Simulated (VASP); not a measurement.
Input of a VASP 6.6.1 run:

The input POSCAR:

```
Cu
1.0
    2.5288403170      0.0000000000      0.0000000000
    0.0000000000      2.5288403170      0.0000000000
    0.0000000000      0.0000000000     16.0366000000
Cu
5
Direct
    0.0000000000      0.0000000000      0.2806070039
    0.5000000000      0.5000000000      0.3882122410
    0.0000000000      0.0000000000      0.4999999969
    0.5000000000      0.5000000000      0.6117877567
    0.0000000000      0.0000000000      0.7193929961
```

INCAR.step1

```
PREC = Accurate
ENCUT = 520
ISMEAR = -1
SIGMA = 0.05
LREAL = False
LASPH = True
NELM = 80
LDIPOL = True
IDIPOL = 3
DIPOL = 0.5 0.5 0.500
NBANDS = 36
GGA = PE
ALGO = Normal
EDIFF = 1E-4
LWAVE = True
LCHARG = False
```

INCAR.step2

```
PREC = Accurate
ENCUT = 520
EDIFF = 1E-6
ISMEAR = -1
SIGMA = 0.05
LREAL = False
LASPH = True
NELM = 80
ALGO = Normal
ISIF = 2
LWAVE = False
LCHARG = True
LDIPOL = True
IDIPOL = 3
DIPOL = 0.5 0.5 0.500
METAGGA = R2SCAN
LMIXTAU = True
LELF = True
LVHAR = True
LVACPOTAV = True
NBANDS = 36
ISTART = 1
```

KPOINTS

```
Automatic mesh
0
Gamma
  14 14 1
```

Potentials or basis: VASP PAW PBE potentials, release 64 (Cu).

The run is started by

```console
$ cat potpaw_PBE.64/Cu/POTCAR > POTCAR
$ cp INCAR.step1 INCAR
$ mpirun -np 1 vasp_std > vasp.out
$ cp INCAR.step2 INCAR
$ mpirun -np 1 vasp_std > vasp.out
```

(1) Estimate the band gap on the k mesh.

(2) Estimate the largest force.

## Answers

(1) zero (an odd number of electrons rules out a gap without spin polarisation).

(2) 0.051 eV/Å.

Caveat: the PAW data sets were made with another functional, which shifts forces and pressure a little.
